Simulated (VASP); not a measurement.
Wanted: the native input for a VASP 6.6.1 run.

```yaml
Task: single point
Functional: PBE
Potentials_or_basis: VASP PAW PBE potentials, release 64 (Ge_d)
Cutoff: 520 eV
k_mesh: 9 × 9 × 9
Occupations: fermi-dirac, width 0.05 eV
Spin: no spin polarisation
Dipole_correction: no
Further_INCAR_settings: ALGO = Normal; EDIFF = 1e-06; NBANDS = 21
```

The structure of Ge lies in POSCAR:

```
Ge
1.0
    0.0000000000      2.9609697198      2.9609697198
    2.9609697198      0.0000000000      2.9609697198
    2.9609697198      2.9609697198      0.0000000000
Ge
2
Direct
    0.5000000000      0.5000000000      0.5000000000
    0.7500000000      0.7500000000      0.7500000000
```

This cell differs from its parent crystal: volume scaled by 1.08.

One way to write it, as run:

INCAR

```
PREC = Accurate ; ENCUT = 520
EDIFF = 1E-6 ; ISMEAR = -1
SIGMA = 0.05 ; LREAL = F
LASPH = T ; NELM = 100
ALGO = Normal ; ISIF = 2
LWAVE = F ; LCHARG = T
GGA = PE ; LELF = T
LVHAR = T ; NBANDS = 21
```

KPOINTS

```
Automatic mesh
0
Gamma
  9 9 9
```

Potentials or basis: VASP PAW PBE potentials, release 64 (Ge_d).

Launch:

```sh
$ cat potpaw_PBE.64/Ge_d/POTCAR > POTCAR
$ mpirun -np 1 vasp_std > vasp.out
```

It gave:

```yaml
Pressure: -4.0 GPa
Band_gap_on_the_k_mesh: zero (band 14 reaches 3.75 eV, above the bottom of band 15 at 3.58 eV)
```

Run time: 24 s on 1 thread of Intel(R) Xeon(R) Platinum 8259CL CPU @ 2.50GHz (Skylake/Cascade Lake), on a shared host, peak memory 0.18 GiB.
